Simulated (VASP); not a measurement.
# AlP (F-43m) in VASP: notebook, part 2 of 2

VASP 6.6.1. The steps go on from the part before.

## (3) Single point, PBE

This run uses another cell than the first one, of 20.88 Å³/atom, 0.984 times its volume.

File INCAR:

```
SYSTEM = AlP
  PREC = Accurate
  ENCUT = 500
  EDIFF = 1E-6
  ISMEAR = 0
  SIGMA = 0.02
  LREAL = .False.
  LASPH = .True.
  NELM = 120
  ALGO = Normal
  ISIF = 2
  LWAVE = .False.
  LCHARG = .False.
  GGA = PE
  NBANDS = 11
  GGA_COMPAT = .False.
```

File KPOINTS:

```
regular mesh
0
Gamma
  8 8 8
  0 0 0
```

File POSCAR:

```
AlP
1.0
    0.0000000000      2.7538645692      2.7538645692
    2.7538645692      0.0000000000      2.7538645692
    2.7538645692      2.7538645692      0.0000000000
Al P
1 1
Direct
    0.0000000000      0.0000000000      0.0000000000
    0.7500000000      0.7500000000      0.7500000000
```

Potentials or basis: VASP PAW PBE potentials, release 64 (Al, P).

Started as:

```sh
$ cat potpaw_PBE.64/Al/POTCAR potpaw_PBE.64/P/POTCAR > POTCAR
$ mpirun -np 1 vasp_std > vasp.out
```

OUTCAR:

```text
SYSTEM = AlP
   PREC = Accurate
   ENCUT = 500
   EDIFF = 1E-6
   ISMEAR = 0
   LREAL = .False.
   LASPH = .True.
   NELM = 120
   ISIF = 2
   GGA = PE

 ion  position               nearest neighbor table
   1  0.000  0.000  0.000-   2 2.38   2 2.38   2 2.38   2 2.38
   2  0.750  0.750  0.750-   1 2.38   1 2.38   1 2.38   1 2.38

  LATTYP: Found a face centered cubic cell.
 ALAT       =     5.5077291384

  Lattice vectors:

 A1 = (   0.0000000000,   2.7538645692,   2.7538645692)
 A2 = (   2.7538645692,   0.0000000000,   2.7538645692)
 A3 = (   2.7538645692,   2.7538645692,   0.0000000000)

Analysis of symmetry for initial positions (statically):
=====================================================================
 Subroutine PRICEL returns:
 Original cell was already a primitive cell.

 Routine SETGRP: Setting up the symmetry group for a
 face centered cubic supercell.

 Subroutine GETGRP returns: Found 24 space group operations
 (whereof 24 operations were pure point group operations)
 out of a pool of 48 trial point group operations.

The static configuration has the point symmetry T_d .

Analysis of symmetry for dynamics (positions and initial velocities):
=====================================================================
 Subroutine PRICEL returns:
 Original cell was already a primitive cell.

 Routine SETGRP: Setting up the symmetry group for a
 face centered cubic supercell.

 Subroutine GETGRP returns: Found 24 space group operations
 (whereof 24 operations were pure point group operations)
 out of a pool of 48 trial point group operations.

The dynamic configuration has the point symmetry T_d .

 Subroutine INISYM returns: Found 24 space group operations
 (whereof 24 operations are pure point group operations),
 and found     1 'primitive' translations

----------------------------------------------------------------------------------------

                                     Primitive cell

  volume of cell :      41.7694

  direct lattice vectors                    reciprocal lattice vectors
     0.000000000  2.753864569  2.753864569    -0.181563032  0.181563032  0.181563032
     2.753864569  0.000000000  2.753864569     0.181563032 -0.181563032  0.181563032
     2.753864569  2.753864569  0.000000000     0.181563032  0.181563032 -0.181563032

  length of vectors
     3.894552623  3.894552623  3.894552623     0.314476396  0.314476396  0.314476396

  position of ions in fractional coordinates (direct lattice)
     0.000000000  0.000000000  0.000000000
     0.750000000  0.750000000  0.750000000

  ion indices of the primitive-cell ions
   primitive index   ion index
                 1           1
                 2           2

----------------------------------------------------------------------------------------

 KPOINTS: regular mesh

Automatic generation of k-mesh.
 Grid dimensions read from file:
 generate k-points for:    8    8    8

 Generating k-lattice:

  Cartesian coordinates                     Fractional coordinates (reciprocal lattice)
    -0.022695379  0.022695379  0.022695379     0.125000000  0.000000000  0.000000000
     0.022695379 -0.022695379  0.022695379     0.000000000  0.125000000  0.000000000
     0.022695379  0.022695379 -0.022695379     0.000000000  0.000000000  0.125000000

  Length of vectors
     0.039309549  0.039309549  0.039309549

  Shift w.r.t. Gamma in fractional coordinates (k-lattice)
     0.000000000  0.000000000  0.000000000

 Subroutine IBZKPT returns following result:
 ===========================================

 Found     29 irreducible k-points:

 Following reciprocal coordinates:
            Coordinates               Weight
  0.000000  0.000000  0.000000      1.000000
  0.125000  0.000000  0.000000      8.000000
  0.250000  0.000000  0.000000      8.000000
  0.375000  0.000000  0.000000      8.000000
  0.500000  0.000000  0.000000      4.000000
  0.125000  0.125000  0.000000      6.000000
[... 16 lines left out ...]
  0.500000  0.250000  0.125000     48.000000
 -0.375000  0.250000  0.125000     24.000000
 [... further k-points ...]
   k-points           NKPTS =     29   k-points in BZ     NKDIM =     29   number of bands    NBANDS=     11
   number of dos      NEDOS =    301   number of ions     NIONS =      2
   total plane-waves  NPLWV =  21952
   dimension x,y,z NGX =    28 NGY =   28 NGZ =   28
   dimension x,y,z NGXF=    56 NGYF=   56 NGZF=   56
   ions per type =               1   1
   NGX,Y,Z   is equivalent  to a cutoff of  11.95, 11.95, 11.95 a.u.
   NGXF,Y,Z  is equivalent  to a cutoff of  23.90, 23.90, 23.90 a.u.
 SYSTEM =  AlP
   PREC   = accura    normal or accurate (medium, high low for compatibility)
   ISTART =      0    job   : 0-new  1-cont  2-samecut
   ICHARG =      2    charge: 1-file 2-atom 10-const
   ISPIN  =      1    spin polarized calculation?
   LNONCOLLINEAR =      F non collinear calculations
   LSORBIT =      F    spin-orbit coupling
   LASPH  =      T    aspherical Exc in radial PAW
   ENCUT  =  500.0 eV  36.75 Ry    6.06 a.u.   7.10  7.10  7.10*2*pi/ulx,y,z
   NELM   =    120;   NELMIN=  2; NELMDL= -5     # of ELM steps
   EDIFF  = 0.1E-05   stopping-criterion for ELM
   LREAL  =      F    real-space projection
   EDIFFG = 0.1E-04   stopping-criterion for IOM
   NSW    =      0    number of steps for IOM
   IBRION =     -1    ionic relax: 0-MD 1-quasi-New 2-CG
   NFREE  =      0    steps in history (QN), initial steepest desc. (CG)
   ISIF   =      2    stress and relaxation
   ISYM   =      2    0-nonsym 1-usesym 2-fastsym
   POTIM  = 0.5000    time-step for ionic-motion
   TEBEG  =    0.0;   TEEND  =   0.0 temperature during run
   PSTRESS=    0.0 pullay stress
   NELECT =       8.0000    total number of electrons
   NUPDOWN=      -1.0000    fix difference up-down
   EMIN   =  10.00;   EMAX   =-10.00  energy-range for DOS
   EFERMI =   0.00;   METHOD = LEGACY
   ISMEAR =     0;   SIGMA  =   0.02  broadening in eV -4-tet -1-fermi 0-gaus
   EFERMI_NEDOS =   21; number of points for ismear=-14 and -15
   IALGO  =     38    algorithm
   IMIX   =      4    mixing-type and parameters
     AMIX     =   0.40;   BMIX     =  1.00
     AMIX_MAG =   1.60;   BMIX_MAG =  1.00
  volume/ion in A,a.u.               =      20.88       140.94
  Fermi-wavevector in a.u.,A,eV,Ry     =   0.943667  1.783273 12.116097  0.890508
  Thomas-Fermi vector in A             =   2.071397
   LORBIT       =      0    0 simple, 1 ext, 2 COOP (PROOUT), +10 PAW based schemes
   GGA     = PE    functional components
   LHFCALC =     F    Hartree Fock is set to
   AEXX    =    0.0000 exact exchange contribution
   IVDW    =     0    specifies the selected vdW correction
   LEPSILON=     F    determine dielectric tensor
   LRPA    =     F    only Hartree local field effects (RPA)
 non-spin polarized calculation
 Gauss-broadening in eV      SIGMA  =   0.02
  energy-cutoff  :      500.00
  volume of cell :       41.77
 maximum number of plane-waves:      1069
   NGX = 15   NGY = 15   NGZ = 15

 number of electron       8.0000001 magnetization

 Free energy of the ion-electron system (eV)
  ---------------------------------------------------
  ext. energy  EPLUGINS =         0.00000000
  ---------------------------------------------------
  free energy    TOTEN  =       -10.37676953 eV

  energy without entropy =      -10.37676953  energy(sigma->0) =      -10.37676953

 E-fermi :   4.4597     XC(G=0):  -9.1077

 val. band max:        4.3441047283   @ k =   0.0000   0.0000   0.0000
 cond. band min:       5.9741169548   @ k =   0.5000   0.5000   0.0000
 fundamental gap:      1.6300122265
 Fermi energy:         4.4597413143

 k-point     1 :       0.0000    0.0000    0.0000
  band No.  band energies     occupation
      1      -7.0134      2.00000
      2       4.3441      2.00000
      3       4.3441      2.00000
      4       4.3441      2.00000
      5       7.4274      0.00000
      6       8.8689      0.00000
      7       8.8689      0.00000
      8       8.8689      0.00000
      9      13.1489      0.00000
     10      13.1489      0.00000
     11      14.4543      0.00000
[... 309 lines left out ...]
 k-point    24 :      -0.3750    0.2500    0.1250
  band No.  band energies     occupation
      1      -5.0969      2.00000
      2      -0.7286      2.00000
      3       1.8098      2.00000
      4       2.9014      2.00000
      5       8.2629      0.00000
      6       8.8405      0.00000
      7      11.1486      0.00000
      8      11.9637      0.00000
      9      13.2268      0.00000
     10      15.6978      0.00000
     11      16.9029      0.00000

 [... further k-points ...]

------------------------ aborting loop because EDIFF is reached ----------------------------------------

  FORCE on cell =-STRESS in cart. coord.  units (eV):
  Direction    XX          YY          ZZ          XY          YZ          ZX
  --------------------------------------------------------------------------------------
  -------------------------------------------------------------------------------------
  Total       -0.0233301     -0.0233301     -0.0233301      0.0000000     -0.0000000      0.0000000
  in kB       -0.8948887     -0.8948887     -0.8948887      0.0000000     -0.0000000      0.0000000
  external PRESSURE =      -0.8948887 kB  Pullay stress =       0.0000000 kB

 VOLUME and BASIS-vectors are now :
 -----------------------------------------------------------------------------
  energy-cutoff  :      500.00
  volume of cell :       41.77
      direct lattice vectors                 reciprocal lattice vectors
     0.000000000  2.753864569  2.753864569    -0.181563032  0.181563032  0.181563032
     2.753864569  0.000000000  2.753864569     0.181563032 -0.181563032  0.181563032
     2.753864569  2.753864569  0.000000000     0.181563032  0.181563032 -0.181563032

 POSITION                                       TOTAL-FORCE (eV/Angst)
 -----------------------------------------------------------------------------------
      0.00000      0.00000      0.00000        -0.000000     -0.000000     -0.000000
      4.13080      4.13080      4.13080         0.000000      0.000000      0.000000
 -----------------------------------------------------------------------------------
    total drift:                                0.000000      0.000000      0.000000

  FREE ENERGIE OF THE ION-ELECTRON SYSTEM (eV)
  ---------------------------------------------------
  free  energy   TOTEN  =       -10.3767695273 eV

  energy  without entropy=      -10.3767695273  energy(sigma->0) =      -10.37676953
```

stdout:

```text
POSCAR found type information on POSCAR AlP
 POSCAR found :  2 types and       2 ions
 scaLAPACK will be used
 LDA part: xc-table for (Slater+PW92), standard interpolation
 POSCAR, INCAR and KPOINTS ok, starting setup
 FFT: planning ... GRIDC
 FFT: planning ... GRID_SOFT
 FFT: planning ... GRID
 WAVECAR not read
 entering main loop
```

Run time: 5.5 s. Hardware: 1 thread of Intel Xeon 6975P-C (Granite Rapids), shared host; peak memory 0.15 GiB.

What came out:

```yaml
Free_energy: -10.3768 eV
Pressure: -0.1 GPa
Band_gap_on_the_k_mesh: 1.63 eV, indirect (least direct gap 3.08 eV)
```

## (4) Single point, PBE

This run uses another cell than the first one, of 20.88 Å³/atom, 0.984 times its volume.

File INCAR:

```
ALGO = Normal
EDIFF = 1E-6
ENCUT = 500
GGA = PE
GGA_COMPAT = False
ISIF = 2
ISMEAR = 0
LASPH = True
LCHARG = False
LREAL = False
LWAVE = False
NBANDS = 11
NELM = 120
PREC = Accurate
SIGMA = 0.02
```

File KPOINTS:

```
k-points
0
Gamma
  8 8 8
```

POSCAR is that of step 3.

Potentials or basis: VASP PAW PBE potentials, release 64 (Al, P).

Started as:

```sh
$ cat potpaw_PBE.64/Al/POTCAR potpaw_PBE.64/P/POTCAR > POTCAR
$ mpirun -np 1 vasp_std > vasp.out
```

OUTCAR:

```text
EDIFF = 1E-6
   ENCUT = 500
   GGA = PE
   ISIF = 2
   ISMEAR = 0
   LASPH = True
   LREAL = False
   NELM = 120
   PREC = Accurate

 ion  position               nearest neighbor table
   1  0.000  0.000  0.000-   2 2.38   2 2.38   2 2.38   2 2.38
   2  0.750  0.750  0.750-   1 2.38   1 2.38   1 2.38   1 2.38

  LATTYP: Found a face centered cubic cell.
 ALAT       =     5.5077291384

  Lattice vectors:

 A1 = (   0.0000000000,   2.7538645692,   2.7538645692)
[... 522 lines left out ...]
------------------------ aborting loop because EDIFF is reached ----------------------------------------

  FORCE on cell =-STRESS in cart. coord.  units (eV):
  Direction    XX          YY          ZZ          XY          YZ          ZX
  --------------------------------------------------------------------------------------
  -------------------------------------------------------------------------------------
  Total       -0.0233301     -0.0233301     -0.0233301      0.0000000     -0.0000000      0.0000000
  in kB       -0.8948887     -0.8948887     -0.8948887      0.0000000     -0.0000000      0.0000000
  external PRESSURE =      -0.8948887 kB  Pullay stress =       0.0000000 kB

 VOLUME and BASIS-vectors are now :
 -----------------------------------------------------------------------------
  energy-cutoff  :      500.00
  volume of cell :       41.77
      direct lattice vectors                 reciprocal lattice vectors
     0.000000000  2.753864569  2.753864569    -0.181563032  0.181563032  0.181563032
     2.753864569  0.000000000  2.753864569     0.181563032 -0.181563032  0.181563032
     2.753864569  2.753864569  0.000000000     0.181563032  0.181563032 -0.181563032

 POSITION                                       TOTAL-FORCE (eV/Angst)
 -----------------------------------------------------------------------------------
      0.00000      0.00000      0.00000        -0.000000     -0.000000     -0.000000
      4.13080      4.13080      4.13080         0.000000      0.000000      0.000000
 -----------------------------------------------------------------------------------
    total drift:                                0.000000      0.000000      0.000000

  FREE ENERGIE OF THE ION-ELECTRON SYSTEM (eV)
  ---------------------------------------------------
  free  energy   TOTEN  =       -10.3767695273 eV

  energy  without entropy=      -10.3767695273  energy(sigma->0) =      -10.37676953
```

OSZICAR:

```text
N       E                     dE             d eps       ncg     rms          rms(c)
DAV:   1     0.122333866471E+02    0.12233E+02   -0.30414E+03   646   0.539E+02
DAV:   2    -0.970096418950E+01   -0.21934E+02   -0.20216E+02   811   0.867E+01
DAV:   3    -0.107082328167E+02   -0.10073E+01   -0.10050E+01   806   0.181E+01
DAV:   4    -0.107181971867E+02   -0.99644E-02   -0.99633E-02   771   0.216E+00
DAV:   5    -0.107183915704E+02   -0.19438E-03   -0.19438E-03   802   0.284E-01    0.441E+00
DAV:   6    -0.104161162888E+02    0.30228E+00   -0.62482E-01   725   0.291E+00    0.279E+00
DAV:   7    -0.103762082457E+02    0.39908E-01   -0.21110E-01   765   0.186E+00    0.142E+00
DAV:   8    -0.103766856558E+02   -0.47741E-03   -0.15012E-02   746   0.595E-01    0.243E-01
DAV:   9    -0.103765967961E+02    0.88860E-04   -0.74251E-04   762   0.148E-01    0.998E-02
DAV:  10    -0.103767636475E+02   -0.16685E-03   -0.24733E-04   722   0.820E-02    0.125E-02
DAV:  11    -0.103767687333E+02   -0.50858E-05   -0.25232E-05   811   0.227E-02    0.711E-03
DAV:  12    -0.103767695273E+02   -0.79401E-06   -0.15600E-06   734   0.707E-03
   1 F= -.10376770E+02 E0= -.10376770E+02  d E =-.200441E-18
```

stdout:

```text
POSCAR found type information on POSCAR AlP
 POSCAR found :  2 types and       2 ions
 scaLAPACK will be used
 LDA part: xc-table for (Slater+PW92), standard interpolation
 POSCAR, INCAR and KPOINTS ok, starting setup
 FFT: planning ... GRIDC
 FFT: planning ... GRID_SOFT
 FFT: planning ... GRID
 WAVECAR not read
 entering main loop
```

It took 5.5 s on 1 thread of Intel Xeon 6975P-C (Granite Rapids), shared host; peak memory 0.15 GiB.

Results:

```yaml
Free_energy: -10.3768 eV
Pressure: -0.1 GPa
Band_gap_on_the_k_mesh: 1.63 eV, indirect (least direct gap 3.08 eV)
```

## (5) Relaxation of cell and atoms, PBE

File INCAR:

```
PREC = Accurate
ENCUT = 500
EDIFF = 1E-7
ISMEAR = 0
SIGMA = 0.02
LREAL = False
LASPH = True
NELM = 120
ALGO = Normal
ISIF = 3
LWAVE = False
LCHARG = False
GGA = PE
IBRION = 2
NSW = 80
EDIFFG = -0.01
GGA_COMPAT = False
NELMIN = 4
```

File KPOINTS:

```
regular mesh
0
Gamma
  8 8 8
```

File POSCAR:

```
AlP
1.0
    0.0000000000      2.7687503853      2.7687503853
    2.7687503853      0.0000000000      2.7687503853
    2.7687503853      2.7687503853      0.0000000000
Al P
1 1
Direct
    0.0000000000      0.0000000000      0.0000000000
    0.7500000000      0.7500000000      0.7500000000
```

Started as:

```sh
$ cat potpaw_PBE.64/Al/POTCAR potpaw_PBE.64/P/POTCAR > POTCAR
$ mpirun -np 1 vasp_std > vasp.out
```

Wall time 13 s (1 thread of Intel Xeon 6975P-C (Granite Rapids), shared host); peak memory 0.16 GiB.

It converged, with:

- Free energy: -10.3769 eV
- Relaxed volume: 20.86 Å³/atom
- Relaxed cell: a = 3.893 Å, b = 3.893 Å, c = 3.893 Å, α = 60.00°, β = 60.00°, γ = 60.00°
- Space group after relaxing (to 0.05 Å): F-43m (No. 216)
- Energy gained by relaxing: 1.6 meV/atom
- Ionic steps: 3
- Pressure after relaxing: 0.0 GPa
- Band gap on the k mesh: 1.63 eV, indirect (least direct gap 3.09 eV)

The path:
| step | energy change (eV) | largest force (eV/Å) | pressure (GPa) | volume (Å³) |
| --- | --- | --- | --- | --- |
| 1 | 0.0000 | 0.0000 | -1.38 | 42.45 |
| 2 | -0.0023 | 0.0000 | 0.79 | 41.34 |
| 3 | -0.0032 | 0.0000 | 0.00 | 41.72 |

Final structure:
```
CELL_PARAMETERS angstrom
0.00000 2.75278 2.75278
2.75278 0.00000 2.75278
2.75278 2.75278 0.00000
ATOMIC_POSITIONS crystal
Al 0.00000 0.00000 0.00000
P 0.75000 0.75000 0.75000
```

Levels at points of the mesh, in eV from the valence-band top:
| k point | band 2 | band 3 | band 4 | band 5 | band 6 | band 7 |
| --- | --- | --- | --- | --- | --- | --- |
| (0.00, 0.00, 0.00) | 0.00 | 0.00 | 0.00 | 3.09 | 4.53 | 4.53 |
| (0.50, 0.00, 0.00) | -5.42 | -0.75 | -0.75 | 2.72 | 4.81 | 4.81 |
| (0.50, 0.50, 0.00) | -5.22 | -2.05 | -2.05 | 1.63 | 2.47 | 10.86 |

A k mesh can miss the band edges. A hybrid or GW would open this gap; PBE tends to underestimate it.

## (6) Summary

```tsv
task	cell	k mesh	smearing	gap on the mesh (eV)	pressure (GPa)
single point	a = 3.916 Å, angles 60.0°, 2 atoms	6 × 6 × 6	gaussian 0.1 eV	1.66	-1.3
single point	a = 3.895 Å, angles 60.0°, 2 atoms	8 × 8 × 8	gaussian 0.02 eV	1.63	-0.1
relaxation of cell and atoms	relaxed from a = 3.916 Å, angles 60.0°, 2 atoms	8 × 8 × 8	gaussian 0.02 eV	1.63	0.0
```

Alike in all rows: level PBE; potentials or basis VASP PAW PBE potentials, release 64 (Al, P); no spin polarisation; cutoff (eV) 500.

Total energies depend on the potentials used, so only differences within one code and one set of settings carry meaning.
